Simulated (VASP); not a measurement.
NbFe2N3, 6 atoms in the cell. It takes space group Amm2 (No. 38, orthorhombic). The conventional cell has a = 2.869 Å, b = 8.428 Å, c = 6.674 Å, α = 90.00°, β = 90.00°, γ = 90.00°. Nb (site symmetry mm2) has 6 N at 2.15 to 2.24 Å and 4 Fe at 2.74 Å within 2.8 Å. Fe (site symmetry m) has 3 N at 1.72 to 1.87 Å within 2.3 Å. Within 2.3 Å of N (site symmetry mm2) lie 2 Fe at 1.72 Å and 2 Nb at 2.24 Å. N (site symmetry m) has 2 Fe at 1.74 to 1.87 Å and 2 Nb at 2.15 Å within 2.3 Å. 

| Property | Result |
| --- | --- |
| Program | VASP 6.6.1 |
| Task | relaxation of cell and atoms |
| Functional | PBE |
| Potentials or basis | VASP PAW PBE potentials, release 64 (Nb_sv, Fe, N) |
| Cutoff | 600 eV |
| k mesh | 6 × 4 × 4 |
| Occupations | gaussian, width 0.1 eV |
| Spin | no spin polarisation |
| Dipole correction | no |
| Further INCAR settings | ALGO = Normal; EDIFF = 1e-07; IBRION = 2; EDIFFG = -0.04; NSW = 90; ISIF = 3 |

Potentials or basis: VASP PAW PBE potentials, release 64 (Nb_sv, Fe, N).

Run with:

```sh
$ cat potpaw_PBE.64/Nb_sv/POTCAR potpaw_PBE.64/Fe/POTCAR potpaw_PBE.64/N/POTCAR > POTCAR
$ mpirun -np 1 vasp_std > vasp.out
```

Hardware: 1 thread of Intel(R) Xeon(R) 6975P-C (Granite Rapids) (shared host).

Q: Estimate the wall time of this run.

A: Run time: 9.5 min on 1 thread of Intel(R) Xeon(R) 6975P-C (Granite Rapids), with other jobs on the host, peak memory 0.28 GiB. Counts: scf iterations 233, k points 28, ion steps 24.
